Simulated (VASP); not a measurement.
# Sc3Al (P4mm) in VASP: a series of runs

Sc3Al is run at these levels: PBEsol; tasks: single point.

Program: VASP 6.6.1. These are calculated values, not measurements. Logs are shortened: lines on timing, memory, paths and dates and some standing lists are left out, and cuts for length are marked.

## 1. The cell of the first run

Symmetry: P4mm, No. 99, tetragonal system. Conventional cell: a = 4.375 Å, b = 4.375 Å, c = 4.375 Å, α = 90.00°, β = 90.00°, γ = 90.00°. Sc (site symmetry 4mm) has 8 Sc at 2.99 to 3.20 Å and 4 Al at 3.10 Å within 3.9 Å. Sc (site symmetry 2mm) has 8 Sc at 2.99 to 3.20 Å and 4 Al at 3.07 to 3.12 Å within 3.9 Å. Al (site symmetry 4mm) has 12 Sc at 3.07 to 3.12 Å within 4.0 Å.

## 2. Single point, PBEsol (atoms displaced along a vibrational mode)

Contents of INCAR:

```
PREC = Accurate
ENCUT = 520
EDIFF = 1E-7
ISMEAR = 0
SIGMA = 0.15
LREAL = False
LASPH = True
NELM = 100
ALGO = Fast
ISIF = 2
LWAVE = False
LCHARG = False
GGA = PS
NBANDS = 26
```

Contents of KPOINTS:

```
regular mesh
0
Gamma
  12 12 12
```

Contents of POSCAR:

```
Sc3Al
1.0
    4.3747949987      0.0000000000      0.0000000000
    0.0000000000      4.3747949987      0.0000000000
    0.0000000000      0.0000000000      4.3747949987
Sc Al
3 1
Direct
    0.5000000000     -0.0228582139      0.5000000000
    0.0000000000      0.5106586582      0.5000000000
    0.5000000000      0.5106586582      0.0000000000
    0.0000000000      0.0025674016      0.0000000000
```

Potentials or basis: VASP PAW PBE potentials, release 64 (Sc_sv, Al).

Launch:

```
> cat potpaw_PBE.64/Sc_sv/POTCAR potpaw_PBE.64/Al/POTCAR > POTCAR
> mpirun -np 1 vasp_std > vasp.out
```

OUTCAR:

```text
PREC = Accurate
   ENCUT = 520
   EDIFF = 1E-7
   ISMEAR = 0
   LREAL = False
   LASPH = True
   NELM = 100
   ISIF = 2
   GGA = PS

 ion  position               nearest neighbor table
   1  0.500  0.977  0.500-   2 2.99   3 2.99   3 2.99   2 2.99   4 3.10   4 3.10   4 3.10   4 3.10
                             2 3.20   3 3.20   2 3.20   3 3.20
   2  0.000  0.511  0.500-   1 2.99   1 2.99   4 3.07   4 3.07   3 3.09   3 3.09   3 3.09   3 3.09
                             4 3.12   4 3.12   1 3.20   1 3.20
   3  0.500  0.511  0.000-   1 2.99   1 2.99   4 3.07   4 3.07   2 3.09   2 3.09   2 3.09   2 3.09
                             4 3.12   4 3.12   1 3.20   1 3.20
   4  0.000  0.003  0.000-   2 3.07   3 3.07   2 3.07   3 3.07   1 3.10   1 3.10   1 3.10   1 3.10
                             3 3.12   2 3.12   2 3.12   3 3.12

  LATTYP: Found a simple cubic cell.
 ALAT       =     4.3747949987

  Lattice vectors:

 A1 = (   4.3747949987,   0.0000000000,   0.0000000000)
 A2 = (   0.0000000000,   4.3747949987,   0.0000000000)
 A3 = (   0.0000000000,   0.0000000000,   4.3747949987)

Analysis of symmetry for initial positions (statically):
=====================================================================
 Subroutine PRICEL returns:
 Original cell was already a primitive cell.

 Routine SETGRP: Setting up the symmetry group for a
 simple cubic supercell.

 Subroutine GETGRP returns: Found  8 space group operations
 (whereof  8 operations were pure point group operations)
 out of a pool of 48 trial point group operations.

The static configuration has the point symmetry C_4v.

Analysis of symmetry for dynamics (positions and initial velocities):
=====================================================================
 Subroutine PRICEL returns:
 Original cell was already a primitive cell.

 Routine SETGRP: Setting up the symmetry group for a
 simple cubic supercell.

 Subroutine GETGRP returns: Found  8 space group operations
 (whereof  8 operations were pure point group operations)
 out of a pool of 48 trial point group operations.

The dynamic configuration has the point symmetry C_4v.

 Subroutine INISYM returns: Found  8 space group operations
 (whereof  8 operations are pure point group operations),
 and found     1 'primitive' translations

----------------------------------------------------------------------------------------

                                     Primitive cell

  volume of cell :      83.7285

  direct lattice vectors                    reciprocal lattice vectors
     4.374794999  0.000000000  0.000000000     0.228582139  0.000000000  0.000000000
     0.000000000  4.374794999  0.000000000     0.000000000  0.228582139  0.000000000
     0.000000000  0.000000000  4.374794999     0.000000000  0.000000000  0.228582139

  length of vectors
     4.374794999  4.374794999  4.374794999     0.228582139  0.228582139  0.228582139

  position of ions in fractional coordinates (direct lattice)
     0.500000000  0.977141786  0.500000000
     0.000000000  0.510658658  0.500000000
     0.500000000  0.510658658  0.000000000
     0.000000000  0.002567402  0.000000000

  ion indices of the primitive-cell ions
   primitive index   ion index
                 1           1
                 2           2
                 3           3
                 4           4

----------------------------------------------------------------------------------------

 KPOINTS: regular mesh

Automatic generation of k-mesh.
 Grid dimensions read from file:
 generate k-points for:   12   12   12

 Generating k-lattice:

  Cartesian coordinates                     Fractional coordinates (reciprocal lattice)
     0.019048512  0.000000000  0.000000000     0.083333333  0.000000000  0.000000000
     0.000000000  0.019048512  0.000000000     0.000000000  0.083333333  0.000000000
     0.000000000  0.000000000  0.019048512     0.000000000  0.000000000  0.083333333

  Length of vectors
     0.019048512  0.019048512  0.019048512

  Shift w.r.t. Gamma in fractional coordinates (k-lattice)
     0.000000000  0.000000000  0.000000000

 Subroutine IBZKPT returns following result:
 ===========================================

 Found    196 irreducible k-points:

 Following reciprocal coordinates:
            Coordinates               Weight
  0.000000  0.000000  0.000000      1.000000
  0.083333  0.000000  0.000000      4.000000
  0.000000  0.083333  0.000000      2.000000
  0.166667  0.000000  0.000000      4.000000
  0.000000  0.166667  0.000000      2.000000
  0.250000  0.000000  0.000000      4.000000
[... 16 lines left out ...]
  0.000000  0.333333  0.083333      8.000000
  0.083333  0.000000  0.333333      8.000000
 [... further k-points ...]
   k-points           NKPTS =    196   k-points in BZ     NKDIM =    196   number of bands    NBANDS=     26
   number of dos      NEDOS =    301   number of ions     NIONS =      4
   total plane-waves  NPLWV =  46656
   dimension x,y,z NGX =    36 NGY =   36 NGZ =   36
   dimension x,y,z NGXF=    72 NGYF=   72 NGZF=   72
   ions per type =               3   1
   NGX,Y,Z   is equivalent  to a cutoff of  13.68, 13.68, 13.68 a.u.
   NGXF,Y,Z  is equivalent  to a cutoff of  27.36, 27.36, 27.36 a.u.
 SYSTEM =  unknown system
   PREC   = accura    normal or accurate (medium, high low for compatibility)
   ISTART =      0    job   : 0-new  1-cont  2-samecut
   ICHARG =      2    charge: 1-file 2-atom 10-const
   ISPIN  =      1    spin polarized calculation?
   LNONCOLLINEAR =      F non collinear calculations
   LSORBIT =      F    spin-orbit coupling
   LASPH  =      T    aspherical Exc in radial PAW
   ENCUT  =  520.0 eV  38.22 Ry    6.18 a.u.   8.13  8.13  8.13*2*pi/ulx,y,z
   NELM   =    100;   NELMIN=  2; NELMDL= -5     # of ELM steps
   EDIFF  = 0.1E-06   stopping-criterion for ELM
   LREAL  =      F    real-space projection
   EDIFFG = 0.1E-05   stopping-criterion for IOM
   NSW    =      0    number of steps for IOM
   IBRION =     -1    ionic relax: 0-MD 1-quasi-New 2-CG
   NFREE  =      0    steps in history (QN), initial steepest desc. (CG)
   ISIF   =      2    stress and relaxation
   ISYM   =      2    0-nonsym 1-usesym 2-fastsym
   POTIM  = 0.5000    time-step for ionic-motion
   TEBEG  =    0.0;   TEEND  =   0.0 temperature during run
   PSTRESS=    0.0 pullay stress
   NELECT =      36.0000    total number of electrons
   NUPDOWN=      -1.0000    fix difference up-down
   EMIN   =  10.00;   EMAX   =-10.00  energy-range for DOS
   EFERMI =   0.00;   METHOD = LEGACY
   ISMEAR =     0;   SIGMA  =   0.15  broadening in eV -4-tet -1-fermi 0-gaus
   EFERMI_NEDOS =   21; number of points for ismear=-14 and -15
   IALGO  =     68    algorithm
   IMIX   =      4    mixing-type and parameters
     AMIX     =   0.40;   BMIX     =  1.00
     AMIX_MAG =   1.60;   BMIX_MAG =  1.00
  volume/ion in A,a.u.               =      20.93       141.26
  Fermi-wavevector in a.u.,A,eV,Ry     =   1.235619  2.334982 20.772758  1.526755
  Thomas-Fermi vector in A             =   2.370261
   LORBIT       =      0    0 simple, 1 ext, 2 COOP (PROOUT), +10 PAW based schemes
   GGA     = PS    functional components
   LHFCALC =     F    Hartree Fock is set to
   AEXX    =    0.0000 exact exchange contribution
   IVDW    =     0    specifies the selected vdW correction
   LEPSILON=     F    determine dielectric tensor
   LRPA    =     F    only Hartree local field effects (RPA)
 non-spin polarized calculation
 RMM-DIIS sequential band-by-band and
 Gauss-broadening in eV      SIGMA  =   0.15
  energy-cutoff  :      520.00
  volume of cell :       83.73
 maximum number of plane-waves:      2301
 NGX is ok and might be reduce to    36
   NGX = 17   NGY = 17   NGZ = 17

 number of electron      35.9999996 magnetization

 Free energy of the ion-electron system (eV)
  ---------------------------------------------------
  ext. energy  EPLUGINS =         0.00000000
  ---------------------------------------------------
  free energy    TOTEN  =       -24.89496745 eV

  energy without entropy =      -24.83155621  energy(sigma->0) =      -24.86326183

 E-fermi :   4.8356     XC(G=0): -10.3566

 val. band max:        4.8342448121   @ k =   0.3333   0.0833   0.0833
 cond. band min:       4.8362177571   @ k =   0.1667   0.0833   0.2500
 fundamental gap:      0.0019729449
 Fermi energy:         4.8356479820

 k-point     1 :       0.0000    0.0000    0.0000
  band No.  band energies     occupation
      1     -44.2612      2.00000
      2     -44.1379      2.00000
      3     -44.1367      2.00000
      4     -23.1900      2.00000
      5     -23.1900      2.00000
      6     -23.1886      2.00000
[... 18 lines left out ...]
     25       7.3157      0.00000
     26       8.5252      0.00000

 k-point     2 :       0.0833    0.0000    0.0000
  band No.  band energies     occupation
      1     -44.2593      2.00000
      2     -44.1395      2.00000
      3     -44.1369      2.00000
      4     -23.1875      2.00000
      5     -23.1857      2.00000
      6     -23.1806      2.00000
[... 18 lines left out ...]
     25       7.4039      0.00000
     26       8.4222      0.00000

 k-point     3 :       0.0000    0.0833    0.0000
  band No.  band energies     occupation
      1     -44.2595      2.00000
      2     -44.1383      2.00000
      3     -44.1379      2.00000
      4     -23.1858      2.00000
      5     -23.1858      2.00000
      6     -23.1822      2.00000
[... 18 lines left out ...]
     25       7.3741      0.00000
     26       8.4701      0.00000

 k-point     4 :       0.1667    0.0000    0.0000
  band No.  band energies     occupation
      1     -44.2540      2.00000
      2     -44.1447      2.00000
      3     -44.1369      2.00000
      4     -23.1769      2.00000
      5     -23.1734      2.00000
      6     -23.1606      2.00000
[... 18 lines left out ...]
     25       7.5889      0.00000
     26       8.2165      0.00000
[... 496 lines left out ...]
      1     -44.2343      2.00000
      2     -44.1630      2.00000
      3     -44.1379      2.00000
      4     -23.1498      2.00000
      5     -23.1296      2.00000
      6     -23.0780      2.00000
[... 18 lines left out ...]
     25       7.6745      0.00000
     26       7.9680      0.00000

 k-point    23 :       0.0000    0.3333    0.0833
  band No.  band energies     occupation
      1     -44.2370      2.00000
      2     -44.1592      2.00000
      3     -44.1389      2.00000
      4     -23.1466      2.00000
      5     -23.1308      2.00000
      6     -23.0808      2.00000
[... 18 lines left out ...]
     25       7.6163      0.00000
     26       7.8036      0.00000

 k-point    24 :       0.0833    0.0000    0.3333
  band No.  band energies     occupation
      1     -44.2341      2.00000
      2     -44.1630      2.00000
      3     -44.1381      2.00000
      4     -23.1533      2.00000
      5     -23.1270      2.00000
      6     -23.0766      2.00000
[... 18 lines left out ...]
     25       7.6524      0.00000
     26       7.9081      0.00000

 [... further k-points ...]
[... 5 lines left out ...]
  --------------------------------------------------------------------------------------
  -------------------------------------------------------------------------------------
  Total        0.1991687      0.1436256      0.1991687      0.0000000      0.0000000      0.0000000
  in kB        3.8111723      2.7483323      3.8111723      0.0000000      0.0000000      0.0000000
  external PRESSURE =       3.4568923 kB  Pullay stress =       0.0000000 kB

 VOLUME and BASIS-vectors are now :
 -----------------------------------------------------------------------------
  energy-cutoff  :      520.00
  volume of cell :       83.73
      direct lattice vectors                 reciprocal lattice vectors
     4.374794999  0.000000000  0.000000000     0.228582139  0.000000000  0.000000000
     0.000000000  4.374794999  0.000000000     0.000000000  0.228582139  0.000000000
     0.000000000  0.000000000  4.374794999     0.000000000  0.000000000  0.228582139

 POSITION                                       TOTAL-FORCE (eV/Angst)
 -----------------------------------------------------------------------------------
      2.18740      4.27479      2.18740        -0.000000      1.053763     -0.000000
      0.00000      2.23403      2.18740        -0.000000     -0.494358     -0.000000
      2.18740      2.23403      0.00000        -0.000000     -0.494358      0.000000
      0.00000      0.01123      0.00000         0.000000     -0.065048      0.000000
 -----------------------------------------------------------------------------------
    total drift:                                0.000000     -0.000002     -0.000000

  FREE ENERGIE OF THE ION-ELECTRON SYSTEM (eV)
  ---------------------------------------------------
  free  energy   TOTEN  =       -24.8949674461 eV

  energy  without entropy=      -24.8315562106  energy(sigma->0) =      -24.86326183
```

Run time: 4.2 min. Hardware: 1 thread of Intel Xeon 6975P-C (Granite Rapids), shared host; peak memory 0.47 GiB.

Results:

| Quantity | Value |
| --- | --- |
| Free energy | -24.8950 eV |
| Pressure | 0.3 GPa |
| Largest force | 1.054 eV/Å |
| Band gap on the k mesh | zero (bands 18 and 19 overlap by 1.32 eV) |

Forces in eV/Å, atoms in the order of the input:
```
Sc   0.000  1.054  0.000
Sc   0.000 -0.494  0.000
Sc   0.000 -0.494  0.000
Al   0.000 -0.065  0.000
```

Caveat: the cell differs from its parent crystal (atoms displaced along a vibrational mode); the PAW data sets were made with another functional, which shifts forces and pressure a little.

## 3. Single point, PBEsol (atoms displaced along a vibrational mode)

Contents of INCAR:

```
SYSTEM = Sc3Al
PREC = Accurate
ENCUT = 520
EDIFF = 1E-6
ISMEAR = 0
SIGMA = 0.15
LREAL = .False.
LASPH = .True.
NELM = 80
ALGO = Fast
ISIF = 2
LWAVE = .False.
LCHARG = .False.
GGA = PS
NBANDS = 26
```

Contents of KPOINTS:

```
regular mesh
0
Gamma
  12 12 12
  0 0 0
```

Contents of POSCAR:

```
Sc3Al
1.0
    4.3747949987      0.0000000000      0.0000000000
    0.0000000000      4.3747949987      0.0000000000
    0.0000000000      0.0000000000      4.3747949987
Sc Al
3 1
Direct
    0.5000000000      0.0114291070      0.5000000000
    0.0000000000      0.4946706709      0.5000000000
    0.5000000000      0.4946706709      0.0000000000
    0.0000000000     -0.0012837008      0.0000000000
```

Potentials or basis: VASP PAW PBE potentials, release 64 (Sc_sv, Al).

Launch:

```
> cat potpaw_PBE.64/Sc_sv/POTCAR potpaw_PBE.64/Al/POTCAR > POTCAR
> mpirun -np 1 vasp_std > vasp.out
```

It took 3.4 min on 1 thread of Intel Xeon 6975P-C (Granite Rapids), shared host; peak memory 0.47 GiB.

Results (log left out):

| Quantity | Value |
| --- | --- |
| Free energy | -24.9521 eV |
| Pressure | 0.2 GPa |
| Largest force | 0.528 eV/Å |
| Band gap on the k mesh | zero (bands 18 and 19 overlap by 1.33 eV) |

Forces in eV/Å, atoms in the order of the input:
```
Sc   0.000 -0.528  0.000
Sc   0.000  0.247  0.000
Sc   0.000  0.247  0.000
Al   0.000  0.034  0.000
```

Levels at points of the mesh, in eV from the Fermi level:
| k point | band 16 | band 17 | band 18 | band 19 | band 20 | band 21 |
| --- | --- | --- | --- | --- | --- | --- |
| (0.00, 0.00, 0.00) | -1.06 | -0.44 | -0.44 | -0.44 | 0.71 | 0.72 |
| (0.50, 0.00, 0.00) | -0.81 | -0.80 | 0.09 | 0.18 | 0.91 | 0.92 |
| (0.00, 0.50, 0.00) | -0.80 | -0.80 | 0.08 | 0.18 | 0.91 | 0.91 |
| (0.50, 0.50, 0.00) | -1.46 | -0.96 | 0.23 | 0.48 | 0.49 | 1.15 |
| (0.50, 0.00, 0.50) | -1.46 | -0.96 | 0.23 | 0.46 | 0.46 | 1.18 |
| (0.50, 0.50, 0.50) | -1.50 | -1.09 | -1.09 | -1.09 | 0.54 | 1.46 |

Caveat: the cell differs from its parent crystal (atoms displaced along a vibrational mode); the PAW data sets were made with another functional, which shifts forces and pressure a little.
